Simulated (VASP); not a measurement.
# C7O in VASP: single point with PBE+D3(BJ)

Aim: the single point of C7O with PBE+D3(BJ).

All numbers are computed with VASP 6.6.1; they aren't measurements. Logs are shortened: lines on timing, memory, paths and dates and some standing lists are left out, and cuts for length are marked.

## Step 1: The cell of the first run

The cell holds a slab with vacuum, 8 atoms: a = 2.466 Å, b = 2.465 Å, c = 26.934 Å, α = 90.00°, β = 90.00°, γ = 120.01°.

## Step 2: Single point, PBE+D3(BJ)

Input file INCAR:

```
SYSTEM = C7O
ALGO = Normal
DIPOL = 0.5 0.5 0.508
EDIFF = 1E-6
ENCUT = 520
GGA = PE
IDIPOL = 3
ISIF = 2
ISMEAR = 0
IVDW = 12
LASPH = .True.
LCHARG = .True.
LDIPOL = .True.
LELF = .True.
LREAL = .False.
LVACPOTAV = .True.
LVHAR = .True.
LWAVE = .False.
NBANDS = 27
NELM = 80
PREC = Accurate
SIGMA = 0.05
```

Input file KPOINTS:

```
k-points
0
Gamma
  12 12 1
  0 0 0
```

Input file POSCAR:

```
C7O
1.0
    2.4656258796      0.0000000000      0.0000000000
   -1.2328129398      2.1341717713      0.0000000000
    0.0000000000      0.0000000000     26.9342703304
C O
7 1
Direct
    0.6666996623      0.3333993247      0.3155830804
    0.3333003376      0.6666006753      0.3155830804
    0.1667165298      0.3334330597      0.4414481157
    0.8332834702      0.6665669403      0.4414481157
    0.6667188051      0.3334376103      0.5683497304
    0.3332811949      0.6665623897      0.5683497304
    1.0000000000      1.0000000000      0.6859766680
    1.0000000000      1.0000000000      0.7280856849
```

Potentials or basis: VASP PAW PBE potentials, release 64 (C, O).

Run with:

```
$ cat potpaw_PBE.64/C/POTCAR potpaw_PBE.64/O/POTCAR > POTCAR
$ mpirun -np 1 vasp_std > vasp.out
```

OUTCAR:

```text
SYSTEM = C7O
   EDIFF = 1E-6
   ENCUT = 520
   GGA = PE
   ISIF = 2
   ISMEAR = 0
   IVDW = 12
   LASPH = .True.
   LREAL = .False.
   NELM = 80
   PREC = Accurate
 IVDW          = 12

 ion  position               nearest neighbor table
   1  0.667  0.333  0.316-   2 1.42   2 1.42   2 1.42
   2  0.333  0.667  0.316-   1 1.42   1 1.42   1 1.42
   3  0.167  0.333  0.441-   4 1.42   4 1.42   4 1.42
   4  0.833  0.667  0.441-   3 1.42   3 1.42   3 1.42
   5  0.667  0.333  0.568-   6 1.42   6 1.42   6 1.42
   6  0.333  0.667  0.568-   5 1.42   5 1.42   5 1.42
   7  0.000  0.000  0.686-   8 1.13
   8  0.000  0.000  0.728-   7 1.13

  Warning from LATTYP: Monoclinic adjustment (A1->A3, A2->A1, A3->A2)!
  LATTYP: Found a base centered orthorhombic cell.
 ALAT       =     2.4656258796
 B/A-ratio  =     1.7311399827
 C/A-ratio  =    10.9239080240

  Lattice vectors:

 A1 = (   1.2328129398,  -2.1341717713,   0.0000000000)
 A2 = (   1.2328129398,   2.1341717713,   0.0000000000)
 A3 = (   0.0000000000,   0.0000000000,  26.9342703304)

Analysis of symmetry for initial positions (statically):
=====================================================================
 Subroutine PRICEL returns:
 Original cell was already a primitive cell.

 Routine SETGRP: Setting up the symmetry group for a
 base centered orthorhombic supercell.

 Subroutine GETGRP returns: Found  4 space group operations
 (whereof  4 operations were pure point group operations)
 out of a pool of  8 trial point group operations.

The static configuration has the point symmetry C_2v.

Analysis of symmetry for dynamics (positions and initial velocities):
=====================================================================
 Subroutine PRICEL returns:
 Original cell was already a primitive cell.

 Routine SETGRP: Setting up the symmetry group for a
 base centered orthorhombic supercell.

 Subroutine GETGRP returns: Found  4 space group operations
 (whereof  4 operations were pure point group operations)
 out of a pool of  8 trial point group operations.

The dynamic configuration has the point symmetry C_2v.

 Subroutine INISYM returns: Found  4 space group operations
 (whereof  4 operations are pure point group operations),
 and found     1 'primitive' translations

----------------------------------------------------------------------------------------

                                     Primitive cell

  volume of cell :     141.7300

  direct lattice vectors                    reciprocal lattice vectors
[... 111 lines left out ...]
   NUPDOWN=      -1.0000    fix difference up-down
   EMIN   =  10.00;   EMAX   =-10.00  energy-range for DOS
   EFERMI =   0.00;   METHOD = LEGACY
   ISMEAR =     0;   SIGMA  =   0.05  broadening in eV -4-tet -1-fermi 0-gaus
   EFERMI_NEDOS =   21; number of points for ismear=-14 and -15
   IALGO  =     38    algorithm
   IMIX   =      4    mixing-type and parameters
     AMIX     =   0.40;   BMIX     =  1.00
     AMIX_MAG =   1.60;   BMIX_MAG =  1.00
  volume/ion in A,a.u.               =      17.72       119.56
  Fermi-wavevector in a.u.,A,eV,Ry     =   1.017218  1.922263 14.078380  1.034732
  Thomas-Fermi vector in A             =   2.150606
   LORBIT       =      0    0 simple, 1 ext, 2 COOP (PROOUT), +10 PAW based schemes
   GGA     = PE    functional components
   LHFCALC =     F    Hartree Fock is set to
   AEXX    =    0.0000 exact exchange contribution
   IVDW    =    12    specifies the selected vdW correction
   LEPSILON=     F    determine dielectric tensor
   LRPA    =     F    only Hartree local field effects (RPA)
 non-spin polarized calculation
 Gauss-broadening in eV      SIGMA  =   0.05
  energy-cutoff  :      520.00
  volume of cell :      141.73
 maximum number of plane-waves:      3862
   NGX =  9   NGY =  9   NGZ =101

 dipolmoment           0.000000      0.000000     -0.018582 electrons x Angstroem

 number of electron      33.9999998 magnetization

 dipolmoment           0.000000      0.000000      0.046416 electrons x Angstroem

 Free energy of the ion-electron system (eV)
  ---------------------------------------------------
  ext. energy  EPLUGINS =         0.00000000
  ---------------------------------------------------
  free energy    TOTEN  =       -68.74712374 eV

  energy without entropy =      -68.74653735  energy(sigma->0) =      -68.74683054

 E-fermi :  -0.4025     XC(G=0):  -5.6441

 val. band max:       -0.4163345168   @ k =   0.0000   0.5000   0.0000
 cond. band min:      -0.2682421909   @ k =   0.3333   0.3333   0.0000
 fundamental gap:      0.1480923259
 Fermi energy:        -0.4024649855

 k-point     1 :       0.0000    0.0000    0.0000
  band No.  band energies     occupation
      1     -25.6013      2.00000
      2     -19.9385      2.00000
      3     -19.7940      2.00000
      4     -19.5674      2.00000
      5     -10.8915      2.00000
      6      -8.5215      2.00000
[... 709 lines left out ...]
     26      11.1225      0.00000
     27      11.2428      0.00000

 [... further k-points ...]

------------------------ aborting loop because EDIFF is reached ----------------------------------------

 Edisp (eV)   -1.08061

 E8    (eV) :    -0.3106

  FORCE on cell =-STRESS in cart. coord.  units (eV):
  Direction    XX          YY          ZZ          XY          YZ          ZX
  --------------------------------------------------------------------------------------
  -------------------------------------------------------------------------------------
  Total       5.08185     5.12023     0.98472     0.00000     0.00000     0.00000
  in kB      57.44749    57.88125    11.13165     0.00000     0.00000     0.00000
  external pressure =       42.15 kB  Pullay stress =        0.00 kB

 VOLUME and BASIS-vectors are now :
 -----------------------------------------------------------------------------
  energy-cutoff  :      520.00
  volume of cell :      141.73
      direct lattice vectors                 reciprocal lattice vectors
     2.465625880  0.000000000  0.000000000     0.405576535  0.234282923  0.000000000
    -1.232812940  2.134171771  0.000000000     0.000000000  0.468565845  0.000000000
     0.000000000  0.000000000 26.934270330     0.000000000  0.000000000  0.037127421

 POSITION                                       TOTAL-FORCE (eV/Angst)
 -----------------------------------------------------------------------------------
      1.23281      0.71153      8.50000         0.000000     -0.031043     -0.000143
     -0.00000      1.42264      8.50000        -0.000000      0.031043     -0.000143
     -0.00000      0.71160     11.89008         0.000000      0.003951      0.000501
      1.23281      1.42257     11.89008        -0.000000     -0.003951      0.000501
      1.23281      0.71161     15.30809         0.000000     -0.003842      0.000544
      0.00000      1.42256     15.30809        -0.000000      0.003842      0.000544
      0.00000      0.00000     18.47628         0.000000      0.000000     -0.959263
      0.00000      0.00000     19.61046         0.000000      0.000000      0.957457
 -----------------------------------------------------------------------------------
    total drift:                               -0.000000     -0.000000      0.001671

  FREE ENERGIE OF THE ION-ELECTRON SYSTEM (eV)
  ---------------------------------------------------
  free  energy   TOTEN  =       -69.8277364507 eV

  energy  without entropy=      -69.8271500622  energy(sigma->0) =      -69.82744326

 vacuum level on the upper side and lower side of the slab         5.492         3.898
```

OSZICAR:

```text
N       E                     dE             d eps       ncg     rms          rms(c)
DAV:   1     0.215361150025E+03    0.21536E+03   -0.15748E+04  2322   0.107E+03
DAV:   2    -0.518014955626E+02   -0.26716E+03   -0.25172E+03  3113   0.258E+02
DAV:   3    -0.728051648730E+02   -0.21004E+02   -0.20742E+02  2793   0.754E+01
[... 17 lines left out ...]
DAV:  21    -0.687471063439E+02   -0.12285E-04   -0.56969E-07  2290   0.376E-03    0.190E-03
DAV:  22    -0.687471195108E+02   -0.13167E-04   -0.80363E-07  2292   0.488E-03    0.149E-03
DAV:  23    -0.687471207441E+02   -0.12333E-05   -0.11255E-07  2085   0.193E-03    0.294E-04
DAV:  24    -0.687471232346E+02   -0.24905E-05   -0.60142E-08  1911   0.147E-03    0.357E-04
DAV:  25    -0.687471237374E+02   -0.50286E-06   -0.12047E-08  2030   0.609E-04
   1 F= -.69827736E+02 E0= -.69827443E+02  d E =-.586389E-03
```

Run time: 2.1 min. Hardware: 1 thread of AMD EPYC 9R45 (Zen 5), shared host; peak memory 0.28 GiB.

Results:

- Free energy: -69.8277 eV
- Largest force: 0.959 eV/Å
- Band gap on the k mesh: zero (bands 17 and 18 overlap by 0.15 eV)
- Dispersion energy per atom: -0.135 eV

Forces in eV/Å, atoms in the order of the input:
```
C    0.000 -0.031  0.000
C    0.000  0.031  0.000
C    0.000  0.004  0.001
C    0.000 -0.004  0.001
C    0.000 -0.004  0.001
C    0.000  0.004  0.001
C    0.000  0.000 -0.959
O    0.000  0.000  0.957
```

The gap in the log of VASP goes by the Fermi energy; the results here count the filled bands.